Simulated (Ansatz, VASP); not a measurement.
W: VASP beside Ansatz

INCAR

```
SYSTEM = W
ALGO     = Normal         ! electronic algorithm
EDIFF    = 1E-6           ! SCF threshold, eV
ENCUT    = 520            ! plane-wave cutoff, eV
GGA      = CA             ! functional
ISIF     = 2              ! what is computed and relaxed
ISMEAR   = -1             ! smearing method
LASPH    = .TRUE.         ! aspherical terms in the spheres
LCHARG   = .FALSE.        ! write CHGCAR
LREAL    = .FALSE.        ! projectors in reciprocal space
LWAVE    = .FALSE.        ! write WAVECAR
NBANDS   = 13             ! bands
NELM     = 80             ! most SCF steps
PREC     = Accurate       ! precision mode
SIGMA    = 0.08           ! smearing width, eV
```

File KPOINTS:

```
k-points
0
G
  16 16 16
  0 0 0
```

POSCAR

```
W
1.0
    0.0000000000      1.8741206816      1.8741206816
    1.8741206816      0.0000000000      1.8741206816
    1.8741206816      1.8741206816      0.0000000000
W
1
Direct
    0.0000000000      0.0000000000      0.0000000000
```

Input for Ansatz:

```yaml
crystal:
  lattice:
    - [0.0, 1.8741206816, 1.8741206816]
    - [1.8741206816, 0.0, 1.8741206816]
    - [1.8741206816, 1.8741206816, 0.0]
  atoms:
    - { symbol: W, position: [0.0, 0.0, 0.0] }
kpoints:
  mp_grid: { grid: [16, 16, 16] }
scf:
  occupations: { method: fermi_dirac, width: 0.08 }
hamiltonian:
  xc: lda
  pseudopotentials: { kind: all_electron, lapw: { basis_error: 0.001 } }
output:
  forces: true
  stress: true
  eigenvalues: true
  populations: true
```

Change from the starting cell: volume scaled by 0.84, LAPW.

Alike in both runs: task single point; functional LDA; k mesh 16 × 16 × 16; occupations fermi-dirac, width 0.08 eV; no spin polarisation.

```csv
,VASP,Ansatz
version,VASP 6.6.1,Ansatz 0.2.0
potentials or method,"VASP PAW LDA potentials, release 64 (W_sv), cutoff 520 eV","all-electron LAPW, scalar-relativistic"
```

VASP gave:

| Item | Value |
| --- | --- |
| pressure (GPa) | 80.1 |

Q: What did Ansatz give for the same quantities?

A: Pressure (GPa): 75.6.

LDA's correlation is that of Perdew and Zunger in VASP and of Perdew and Wang (1992) in Ansatz. Both programs put the cell under a high pressure, so it lies far from rest at this level. Ansatz ran all-electron here, and VASP with PAW potentials.

Spin-orbit coupling is off throughout. Noted on VASP's run: the cell as given lies far from equilibrium.
